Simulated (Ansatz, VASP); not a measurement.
## In2GaP3: VASP beside Ansatz

```
CELL_PARAMETERS angstrom
4.11089 0.00000 0.00000
-2.05545 3.56014 0.00000
0.00000 0.00000 10.09876
ATOMIC_POSITIONS crystal
Ga 0.00000 0.00000 0.00091
In 0.66667 0.33333 0.67367
In 0.33333 0.66667 0.32749
P 0.66667 0.33333 0.92956
P 0.33333 0.66667 0.58186
P 0.00000 0.00000 0.23652
```

Alike in both runs: task single point; functional r2SCAN; k mesh 6 × 6 × 2; no spin polarisation.

```csv
,VASP,Ansatz
version,VASP 6.6.1,Ansatz 0.2.0
potentials or method,"VASP PAW PBE potentials, release 64 (Ga_d, In_d, P)","plane waves, PAW"
plane-wave cutoff (eV),520,500
occupations,"gaussian, width 0.01 eV",fixed
valence electrons in the cell,54,54
```

Ansatz gave:

- gap on the k mesh at the Fermi level (eV): 0.79
- pressure (GPa): -2.0
- traceless stress, the component that is largest in VASP (GPa): -0.06
- rms of the force components (eV/Å): 0.020

Q: Estimate VASP's values.

A: gap on the k mesh at the Fermi level (eV): 0.78; pressure (GPa): -2.1; traceless stress, the component that is largest in VASP (GPa): -0.07; rms of the force components (eV/Å): 0.022.

VASP's potentials were made for PBE, not for r2SCAN. Atom by atom the forces differ by 0.003 eV/Å (rms over components).
